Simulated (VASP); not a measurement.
Set up this calculation in VASP 6.6.1, as the native input.

```
Task                   : relaxation of cell and atoms
Functional             : RPBE
Potentials or basis    : VASP PAW PBE potentials, release 64 (Sn_d, Se)
Cutoff                 : 600 eV
k mesh                 : 6 × 6 × 4
Occupations            : gaussian, width 0.01 eV
Spin                   : no spin polarisation
Dipole correction      : no
Further INCAR settings : ALGO = Normal; EDIFF = 1e-06; IBRION = 2; EDIFFG = -0.05; NSW = 80; ISIF = 3
```

The structure of SnSe2 lies in POSCAR:

```
SnSe2
1.0
    3.8110000000      0.0000000000      0.0000000000
   -1.9055000000      3.3004200000      0.0000000000
    0.0000000000      0.0000000000      6.1360000000
Sn Se
1 2
Direct
    0.0000000000      0.0000000000      0.0000000000
    0.3333333333      0.6666666667      0.2490000000
    0.6666666667      0.3333333333      0.7510000000
```

One way to write it, as run:

INCAR

```
  PREC = Accurate
  ENCUT = 600
  EDIFF = 1E-6
  ISMEAR = 0
  SIGMA = 0.01
  LREAL = False
  LASPH = True
  NELM = 80
  ALGO = Normal
  ISIF = 3
  LWAVE = False
  LCHARG = False
  GGA = RP
  IBRION = 2
  NSW = 80
  EDIFFG = -0.05
```

KPOINTS

```
regular mesh
0
Gamma
  6 6 4
```

Potentials or basis: VASP PAW PBE potentials, release 64 (Sn_d, Se).

The run is started by

```sh
$ cat potpaw_PBE.64/Sn_d/POTCAR potpaw_PBE.64/Se/POTCAR > POTCAR
$ mpirun -np 1 vasp_std > vasp.out
```

It gave:

* Relaxed volume: 36.30 Å³/atom
* Relaxed cell: a = 3.918 Å, b = 3.918 Å, c = 8.190 Å, α = 90.00°, β = 90.00°, γ = 120.00°
* Space group after relaxing (to 0.05 Å): P-3m1 (No. 164)
* Energy gained by relaxing: 94.1 meV/atom
* Ionic steps: 14
* Pressure after relaxing: -0.1 GPa
* Largest force after relaxing: 0.024 eV/Å
* Band gap on the k mesh: 0.83 eV, indirect (least direct gap 1.11 eV)

Caveat: the volume moved by over 15 % at a fixed basis, so the end points are rough; the PAW data sets were made with another functional, which shifts forces and pressure a little; spin-orbit coupling is left out, which moves the levels of the heavy elements; this functional lacks dispersion, which binds the layers, so the pressure and a relaxed spacing across them are unreliable; the volume moved by +41 % from the deposited cell, more than functionals usually miss; the relaxation stopped at a loose force limit of 0.05 eV/Å, so its end isn't a converged minimum.

It took 6.4 min on 1 thread of Intel(R) Xeon(R) 6975P-C (Granite Rapids), with other jobs on the host, peak memory 0.22 GiB.
